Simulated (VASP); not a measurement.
Wanted: the native input for a VASP 6.6.1 run.

```
Task                   : relaxation of cell and atoms
Functional             : PBE
Potentials or basis    : VASP PAW PBE potentials, release 64 (Ce, C)
Cutoff                 : 600 eV
k mesh                 : 12 × 12 × 12
Occupations            : fermi-dirac, width 0.05 eV
Spin                   : collinear spin, ferromagnetic start
Starting moments       : [1.0, 0.0] μB
Dipole correction      : no
Further INCAR settings : ALGO = Normal; EDIFF = 1e-07; IBRION = 2; EDIFFG = -0.005; NSW = 100; ISIF = 3
```

The structure of CeC (CsCl type) lies in POSCAR:

```
CeC
1.0
    3.3740284052      0.0000000000      0.0000000000
    0.0000000000      3.3740284052      0.0000000000
    0.0000000000      0.0000000000      3.3740284052
Ce C
1 1
Direct
    0.0000000000      0.0000000000      0.0000000000
    0.5000000000      0.5000000000      0.5000000000
```

One way to write it, as run:

INCAR

```
PREC = Accurate
ENCUT = 600
EDIFF = 1E-7
ISMEAR = -1
SIGMA = 0.05
LREAL = F
LASPH = T
NELM = 150
ALGO = Normal
ISIF = 3
LWAVE = F
LCHARG = F
ISPIN = 2
MAGMOM = 1 0
LORBIT = 11
LMAXMIX = 6
GGA = PE
IBRION = 2
NSW = 100
EDIFFG = -0.005
```

KPOINTS

```
regular mesh
0
Gamma
  12 12 12
```

Potentials or basis: VASP PAW PBE potentials, release 64 (Ce, C).

Run with:

```sh
$ cat potpaw_PBE.64/Ce/POTCAR potpaw_PBE.64/C/POTCAR > POTCAR
$ mpirun -np 1 vasp_std > vasp.out
```

It gave:

| Property | Result |
| --- | --- |
| Relaxed volume | 14.95 Å³/atom |
| Relaxed cell | a = 3.104 Å, b = 3.104 Å, c = 3.104 Å, α = 90.00°, β = 90.00°, γ = 90.00° |
| Space group after relaxing (to 0.1 Å) | Pm-3m (No. 221) |
| Energy gained by relaxing | 311.1 meV/atom |
| Ionic steps | 12 |
| Pressure after relaxing | 0.0 GPa |
| Band gap on the k mesh | zero (filled and empty bands overlap) |
| Net moment | 0.00 μB per cell |
| Valence electrons inside the program's atomic spheres | Ce 9.89; C 2.25 |

Caveat: the magnetic or orbital state may not be the lowest; the volume moved by over 15 % at a fixed basis, so the end points are rough; the moments typed at the start vanished in this run; spin-orbit coupling is left out, which moves the levels of the heavy elements; semilocal functionals describe open f shells poorly, which spoils levels, moments and volumes.

Run time: 24 min on 1 thread of Intel(R) Xeon(R) Platinum 8259CL CPU @ 2.50GHz (Skylake/Cascade Lake) (shared host), peak memory 0.28 GiB.
